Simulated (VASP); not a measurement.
# Ni (Fm-3m) in VASP: further runs, part 4 of 4

VASP 6.6.1.

### 6 Single point, PBE, collinear spin, ferromagnetic start

INCAR reads:

```
ALGO = Normal
EDIFF = 1E-6
ENCUT = 520
GGA = PE
ISIF = 2
ISMEAR = 0
ISPIN = 2
LASPH = T
LCHARG = F
LMAXMIX = 4
LORBIT = 11
LREAL = F
LWAVE = F
MAGMOM = 0.81
NBANDS = 15
NELM = 150
PREC = Accurate
SIGMA = 0.1
```

KPOINTS reads:

```
k-points
0
Gamma
  20 20 20
```

POSCAR reads:

```
Ni
1.0
    0.0000000000      1.7592606535      1.7592606535
    1.7592606535      0.0000000000      1.7592606535
    1.7592606535      1.7592606535      0.0000000000
Ni
1
Direct
    0.0000000000      0.0000000000      0.0000000000
```

Potentials or basis: VASP PAW PBE potentials, release 64 (Ni).

The run is started by

```bash
> cat potpaw_PBE.64/Ni/POTCAR > POTCAR
> mpirun -np 1 vasp_std > vasp.out
```

OUTCAR:

```text
EDIFF = 1E-6
   ENCUT = 520
   GGA = PE
   ISIF = 2
   ISMEAR = 0
   ISPIN = 2
   LASPH = T
   LORBIT = 11
   LREAL = F
   NELM = 150
   PREC = Accurate

 ion  position               nearest neighbor table
   1  0.000  0.000  0.000-

  LATTYP: Found a face centered cubic cell.
 ALAT       =     3.5185213070

  Lattice vectors:

 A1 = (   0.0000000000,   1.7592606535,   1.7592606535)
 A2 = (   1.7592606535,   0.0000000000,   1.7592606535)
 A3 = (   1.7592606535,   1.7592606535,   0.0000000000)

Analysis of symmetry for initial positions (statically):
=====================================================================
 Subroutine PRICEL returns:
 Original cell was already a primitive cell.

 Routine SETGRP: Setting up the symmetry group for a
 face centered cubic supercell.

 Subroutine GETGRP returns: Found 48 space group operations
 (whereof 48 operations were pure point group operations)
 out of a pool of 48 trial point group operations.

The static configuration has the point symmetry O_h .

Analysis of symmetry for dynamics (positions and initial velocities):
=====================================================================
 Subroutine PRICEL returns:
 Original cell was already a primitive cell.

 Routine SETGRP: Setting up the symmetry group for a
 face centered cubic supercell.

 Subroutine GETGRP returns: Found 48 space group operations
 (whereof 48 operations were pure point group operations)
 out of a pool of 48 trial point group operations.

The dynamic configuration has the point symmetry O_h .

Analysis of structural, dynamic, and magnetic symmetry:
=====================================================================
 Subroutine PRICEL returns:
 Original cell was already a primitive cell.

 Routine SETGRP: Setting up the symmetry group for a
 face centered cubic supercell.

 Subroutine GETGRP returns: Found 48 space group operations
 (whereof 48 operations were pure point group operations)
 out of a pool of 48 trial point group operations.

The overall configuration has the point symmetry O_h .

 Subroutine INISYM returns: Found 48 space group operations
[... 152 lines left out ...]
 k-point     1 :       0.0000    0.0000    0.0000
  band No.  band energies     occupation
      1       0.3604      1.00000
      2       6.9282      1.00000
      3       6.9282      1.00000
      4       6.9282      1.00000
      5       8.1056      1.00000
      6       8.1056      1.00000
      7      33.0810      0.00000
      8      36.9339      0.00000
      9      36.9339      0.00000
     10      36.9339      0.00000
     11      39.8679      0.00000
     12      39.8679      0.00000
     13      39.8679      0.00000
     14      42.8369      0.00000
[... 403 lines left out ...]
      4       7.1916      1.00000
      5       8.4348      1.00000
      6       8.7842      1.00000
      7      18.4971      0.00000
      8      31.0390      0.00000
      9      33.4031      0.00000
     10      35.2618      0.00000
     11      37.2432      0.00000
     12      39.0813      0.00000
     13      43.3008      0.00000
     14      49.9769      0.00000
     15      51.5608      0.00000

 [... further k-points ...]

 spin component 2

 k-point     1 :       0.0000    0.0000    0.0000
  band No.  band energies     occupation
      1       0.3236      1.00000
      2       7.6846      1.00000
      3       7.6846      1.00000
      4       7.6846      1.00000
      5       8.6908      1.00000
      6       8.6908      1.00000
      7      32.9158      0.00000
      8      36.9131      0.00000
      9      36.9131      0.00000
     10      36.9131      0.00000
     11      39.9679      0.00000
     12      39.9679      0.00000
     13      39.9679      0.00000
     14      42.7118      0.00000
[... 403 lines left out ...]
      4       7.7034      1.00000
      5       9.1657      0.99754
      6       9.4785      0.05359
      7      18.7403      0.00000
      8      31.0048      0.00000
      9      33.4008      0.00000
     10      35.3647      0.00000
     11      37.2704      0.00000
     12      39.0993      0.00000
     13      43.3622      0.00000
     14      50.0484      0.00000
     15      51.7777      0.00000

 [... further k-points ...]
[... 5 lines left out ...]
  --------------------------------------------------------------------------------------
  -------------------------------------------------------------------------------------
  Total       -0.0009658     -0.0009658     -0.0009658     -0.0000000     -0.0000000      0.0000000
  in kB       -0.1420969     -0.1420969     -0.1420969     -0.0000000     -0.0000000      0.0000000
  external PRESSURE =      -0.1420969 kB  Pullay stress =       0.0000000 kB

 VOLUME and BASIS-vectors are now :
 -----------------------------------------------------------------------------
  energy-cutoff  :      520.00
  volume of cell :       10.89
      direct lattice vectors                 reciprocal lattice vectors
     0.000000000  1.759260653  1.759260653    -0.284210301  0.284210301  0.284210301
     1.759260653  0.000000000  1.759260653     0.284210301 -0.284210301  0.284210301
     1.759260653  1.759260653  0.000000000     0.284210301  0.284210301 -0.284210301

 POSITION                                       TOTAL-FORCE (eV/Angst)
 -----------------------------------------------------------------------------------
      0.00000      0.00000      0.00000        -0.000000      0.000000     -0.000000
 -----------------------------------------------------------------------------------
    total drift:                               -0.000000     -0.000000     -0.000000

  FREE ENERGIE OF THE ION-ELECTRON SYSTEM (eV)
  ---------------------------------------------------
  free  energy   TOTEN  =        -5.4751340478 eV

  energy  without entropy=       -5.4663585457  energy(sigma->0) =       -5.47074630

 total charge

# of ion       s       p       d       tot
------------------------------------------
    1        0.497   0.497   8.314   9.308

 magnetization (x)

# of ion       s       p       d       tot
------------------------------------------
    1       -0.007  -0.025   0.672   0.640
```

OSZICAR:

```text
N       E                     dE             d eps       ncg     rms          rms(c)
DAV:   1     0.330775246157E+02    0.33078E+02   -0.41979E+03 16322   0.854E+02
DAV:   2    -0.506505761260E+01   -0.38143E+02   -0.35357E+02 17467   0.162E+02
DAV:   3    -0.649488608799E+01   -0.14298E+01   -0.14150E+01 18678   0.307E+01
DAV:   4    -0.650357695220E+01   -0.86909E-02   -0.86894E-02 18955   0.229E+00
DAV:   5    -0.650368168720E+01   -0.10473E-03   -0.10473E-03 19042   0.227E-01    0.989E+00
DAV:   6    -0.581772661206E+01    0.68596E+00   -0.13564E+01 22248   0.403E+01    0.592E+00
DAV:   7    -0.549245693843E+01    0.32527E+00   -0.23554E+00 20474   0.151E+01    0.192E+00
DAV:   8    -0.547802062836E+01    0.14436E-01   -0.24090E-02 19293   0.106E+00    0.934E-01
DAV:   9    -0.547558473041E+01    0.24359E-02   -0.19810E-03 25246   0.280E-01    0.249E-01
DAV:  10    -0.547514864798E+01    0.43608E-03   -0.43788E-04 25795   0.112E-01    0.380E-02
DAV:  11    -0.547513307710E+01    0.15571E-04   -0.43048E-05 23668   0.437E-02    0.318E-02
DAV:  12    -0.547513404775E+01   -0.97065E-06   -0.11412E-06 16250   0.791E-03
   1 F= -.54751340E+01 E0= -.54707463E+01  d E =-.877550E-02  mag=     0.6282
```

Wall time 2 min (1 thread of AMD EPYC 7R43 (Zen 3), shared host); peak memory 0.14 GiB.

What came out:

```yaml
Free_energy: -5.4751 eV
Pressure: 0.0 GPa
Net_moment: 0.63 μB per cell
Site_moments: Ni +0.64 μB
Valence_electrons_inside_the_program's_atomic_spheres: Ni 9.31
```

Levels at points of the mesh, in eV from the Fermi level:
Spin up:
| k point | band 3 | band 4 | band 5 | band 6 | band 7 | band 8 |
| --- | --- | --- | --- | --- | --- | --- |
| (0.00, 0.00, 0.00) | -2.44 | -2.44 | -1.26 | -1.26 | 23.72 | 27.57 |
| (0.50, 0.00, 0.00) | -2.42 | -0.61 | -0.61 | -0.29 | 5.65 | 22.21 |
| (0.50, 0.50, 0.00) | -0.55 | -0.48 | -0.48 | 2.45 | 9.21 | 14.82 |
Spin down:
```
           k point  band 1  band 2  band 3  band 4  band 5  band 6  band 7  band 8  band 9  band 10
(0.00, 0.00, 0.00)   -9.04   -1.68   -1.68   -1.68   -0.67   -0.67   23.55   27.55   27.55    27.55
(0.50, 0.00, 0.00)   -4.40   -1.80   -1.80   -0.35    0.15    0.15    6.08   22.06   24.74    24.74
(0.50, 0.50, 0.00)   -4.30   -3.58    0.06    0.39    0.39    2.40    9.45   14.82   14.82    19.88
```

### 7 Single point, PBE, collinear spin, ferromagnetic start

INCAR is that of step 6.

KPOINTS is that of step 6.

POSCAR reads:

```
Ni
1.0
    0.0000000000      1.7592606527      1.7592606527
    1.7592606527      0.0000000000      1.7592606527
    1.7592606527      1.7592606527      0.0000000000
Ni
1
Direct
    0.0000000000      0.0000000000      0.0000000000
```

Potentials or basis: VASP PAW PBE potentials, release 64 (Ni).

The run is started by

```bash
> cat potpaw_PBE.64/Ni/POTCAR > POTCAR
> mpirun -np 1 vasp_std > vasp.out
```

OUTCAR:

```text
EDIFF = 1E-6
   ENCUT = 520
   GGA = PE
   ISIF = 2
   ISMEAR = 0
   ISPIN = 2
   LASPH = T
   LORBIT = 11
   LREAL = F
   NELM = 150
   PREC = Accurate

 ion  position               nearest neighbor table
   1  0.000  0.000  0.000-

  LATTYP: Found a face centered cubic cell.
 ALAT       =     3.5185213054

  Lattice vectors:

 A1 = (   0.0000000000,   1.7592606527,   1.7592606527)
 A2 = (   1.7592606527,   0.0000000000,   1.7592606527)
 A3 = (   1.7592606527,   1.7592606527,   0.0000000000)

Analysis of symmetry for initial positions (statically):
=====================================================================
 Subroutine PRICEL returns:
 Original cell was already a primitive cell.

 Routine SETGRP: Setting up the symmetry group for a
 face centered cubic supercell.

 Subroutine GETGRP returns: Found 48 space group operations
 (whereof 48 operations were pure point group operations)
 out of a pool of 48 trial point group operations.

The static configuration has the point symmetry O_h .

Analysis of symmetry for dynamics (positions and initial velocities):
=====================================================================
 Subroutine PRICEL returns:
[... 622 lines left out ...]
      7      32.9158      0.00000
      8      36.9131      0.00000
      9      36.9131      0.00000
     10      36.9131      0.00000
     11      39.9679      0.00000
     12      39.9679      0.00000
     13      39.9679      0.00000
     14      42.7118      0.00000
[... 403 lines left out ...]
      4       7.7034      1.00000
      5       9.1657      0.99754
      6       9.4785      0.05359
      7      18.7403      0.00000
      8      31.0048      0.00000
      9      33.4008      0.00000
     10      35.3647      0.00000
     11      37.2704      0.00000
     12      39.0993      0.00000
     13      43.3622      0.00000
     14      50.0484      0.00000
     15      51.7777      0.00000

 [... further k-points ...]
[... 5 lines left out ...]
  --------------------------------------------------------------------------------------
  -------------------------------------------------------------------------------------
  Total       -0.0009658     -0.0009658     -0.0009658      0.0000000      0.0000000     -0.0000000
  in kB       -0.1421015     -0.1421015     -0.1421015      0.0000000      0.0000000     -0.0000000
  external PRESSURE =      -0.1421015 kB  Pullay stress =       0.0000000 kB

 VOLUME and BASIS-vectors are now :
 -----------------------------------------------------------------------------
  energy-cutoff  :      520.00
  volume of cell :       10.89
      direct lattice vectors                 reciprocal lattice vectors
     0.000000000  1.759260653  1.759260653    -0.284210301  0.284210301  0.284210301
     1.759260653  0.000000000  1.759260653     0.284210301 -0.284210301  0.284210301
     1.759260653  1.759260653  0.000000000     0.284210301  0.284210301 -0.284210301

 POSITION                                       TOTAL-FORCE (eV/Angst)
 -----------------------------------------------------------------------------------
      0.00000      0.00000      0.00000        -0.000000      0.000000      0.000000
 -----------------------------------------------------------------------------------
    total drift:                                0.000000     -0.000000      0.000000

  FREE ENERGIE OF THE ION-ELECTRON SYSTEM (eV)
  ---------------------------------------------------
  free  energy   TOTEN  =        -5.4751340477 eV

  energy  without entropy=       -5.4663585457  energy(sigma->0) =       -5.47074630

 total charge

# of ion       s       p       d       tot
------------------------------------------
    1        0.497   0.497   8.314   9.308

 magnetization (x)

# of ion       s       p       d       tot
------------------------------------------
    1       -0.007  -0.025   0.672   0.640
```

Wall time 38 s (1 thread of Intel Xeon 6975P-C (Granite Rapids), shared host); peak memory 0.18 GiB.

What came out:

```yaml
Free_energy: -5.4751 eV
Pressure: 0.0 GPa
Net_moment: 0.63 μB per cell
Site_moments: Ni +0.64 μB
Valence_electrons_inside_the_program's_atomic_spheres: Ni 9.31
```

Levels at points of the mesh, in eV from the Fermi level:
Spin up:
| k point | band 3 | band 4 | band 5 | band 6 | band 7 | band 8 |
| --- | --- | --- | --- | --- | --- | --- |
| (0.00, 0.00, 0.00) | -2.44 | -2.44 | -1.26 | -1.26 | 23.72 | 27.57 |
| (0.50, 0.00, 0.00) | -2.42 | -0.61 | -0.61 | -0.29 | 5.65 | 22.21 |
| (0.50, 0.50, 0.00) | -0.55 | -0.48 | -0.48 | 2.45 | 9.21 | 14.82 |
Spin down:
| k point | band 3 | band 4 | band 5 | band 6 | band 7 | band 8 |
| --- | --- | --- | --- | --- | --- | --- |
| (0.00, 0.00, 0.00) | -1.68 | -1.68 | -0.67 | -0.67 | 23.55 | 27.55 |
| (0.50, 0.00, 0.00) | -1.80 | -0.35 | 0.15 | 0.15 | 6.08 | 22.06 |
| (0.50, 0.50, 0.00) | 0.06 | 0.39 | 0.39 | 2.40 | 9.45 | 14.82 |

### 8 Summary

| task | cell | k mesh | cutoff (eV) | gap on the mesh (eV) | pressure (GPa) | moment (μB) |
| --- | --- | --- | --- | --- | --- | --- |
| single point | a = 2.488 Å, angles 60.0°, 1 atom | 20 × 20 × 20 | 520 | none | 0.0 | 0.63 |
| single point | a = 2.496 Å, angles 60.0°, 1 atom | 20 × 20 × 20 | 520 | none | -2.0 | 0.63 |
| single point | a = 2.373 Å, angles 60.0°, 1 atom | 22 × 22 × 22 | 520 | none | 39.1 | 0.59 |
| relaxation of cell and atoms | relaxed from a = 2.500 Å, angles 60.0°, 1 atom | 20 × 20 × 20 | 600 | none | 0.0 | 0.63 |

Alike in all rows: level PBE; potentials or basis VASP PAW PBE potentials, release 64 (Ni); spin collinear, ferromagnetic start; smearing gaussian 0.1 eV.

Absolute energies hang on the potentials; compare differences alone.
